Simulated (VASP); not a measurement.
The system is Pd.

```
CELL_PARAMETERS angstrom
0.00000 1.95585 1.95585
1.95585 0.00000 1.95585
1.95585 1.95585 0.00000
ATOMIC_POSITIONS crystal
Pd 0.00000 0.00000 0.00000
```

Base run:

- Program: VASP 6.6.1
- Functional: r2SCAN
- Potentials or basis: VASP PAW PBE potentials, release 64 (Pd)
- Cutoff: 520 eV
- k mesh: 14 × 14 × 14
- Occupations: fermi-dirac, width 0.1 eV
- Spin: no spin polarisation

Its results: band gap on the k mesh zero (band 5 reaches 9.67 eV, above the bottom of band 6 at 8.03 eV); pressure 0.7 GPa.

Problem. The run is repeated on the same cell with these changes: occupations from fermi-dirac, width 0.1 eV to methfessel-paxton, width 1 eV. What comes out?

Solution. Band gap on the k mesh zero (band 5 reaches 9.66 eV, above the bottom of band 6 at 8.02 eV); pressure 0.0 GPa.

Caveats: the PAW data sets were made with another functional, which shifts forces and pressure a little.
